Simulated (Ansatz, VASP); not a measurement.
Given: the input of a run of Ansatz 0.2.0 on KCl.

Contents of input.yaml:

```yaml
crystal:
  lattice:
    - [0.0, 3.14647, 3.2723288]
    - [3.14647, 0.0, 3.2723288]
    - [3.14647, 3.14647, 0.0]
  atoms:
    - { symbol: K, position: [0.0, 0.0, 0.0] }
    - { symbol: Cl, position: [0.5, 0.5, 0.5] }
hamiltonian:
  xc: pbesol
  pseudopotentials: { kind: paw }
kpoints:
  mp_grid: { grid: [6, 6, 6] }
scf:
  occupations: { method: fermi_dirac, width: 0.05 }
output:
  forces: true
  stress: true
  eigenvalues: true
```

Potentials or basis: Ansatz PAW.

The run is started by

```bash
$ ansatz run input.yaml --threads 1 --pin off --max-ram 3584MiB --backend cpu --events-out ev --progress --plain --runs-dir out
```

**Question.** Translate it to VASP 6.6.1. Potentials there: VASP PAW PBE potentials, release 64 (K_sv, Cl).

**Answer.** As run (the cutoff follows the program's own potentials):

File INCAR:

```
  PREC = Accurate
  ENCUT = 500
  EDIFF = 1E-6
  ISMEAR = -1
  SIGMA = 0.05
  LREAL = F
  LASPH = T
  NELM = 120
  ALGO = Normal
  ISIF = 2
  LWAVE = F
  LCHARG = F
  GGA = PS
  NBANDS = 15
  GGA_COMPAT = F
```

KPOINTS

```
Automatic mesh
0
Gamma
  6 6 6
```

The input POSCAR:

```
KCl
1.0
    0.0000000000      3.1464700000      3.2723288000
    3.1464700000      0.0000000000      3.2723288000
    3.1464700000      3.1464700000      0.0000000000
K Cl
1 1
Direct
    0.0000000000      0.0000000000      0.0000000000
    0.5000000000      0.5000000000      0.5000000000
```

Potentials or basis: VASP PAW PBE potentials, release 64 (K_sv, Cl).

Run with:

```sh
$ cat potpaw_PBE.64/K_sv/POTCAR potpaw_PBE.64/Cl/POTCAR > POTCAR
$ mpirun -np 1 vasp_std > vasp.out
```

Both were run:

|  | VASP | Ansatz | Ansatz less VASP |
| --- | --- | --- | --- |
| gap on the k mesh at the Fermi level (eV) | 4.89 | 4.90 | +0.004 |
| least direct gap on the mesh (eV) | 4.89 | 4.90 | +0.004 |
| pressure (GPa) | -0.9 | -0.9 | -0.02 |
| traceless stress, the component that is largest in VASP (GPa) | -0.62 | -0.60 | +0.017 |

VASP's potentials were made for PBE, not for PBEsol.
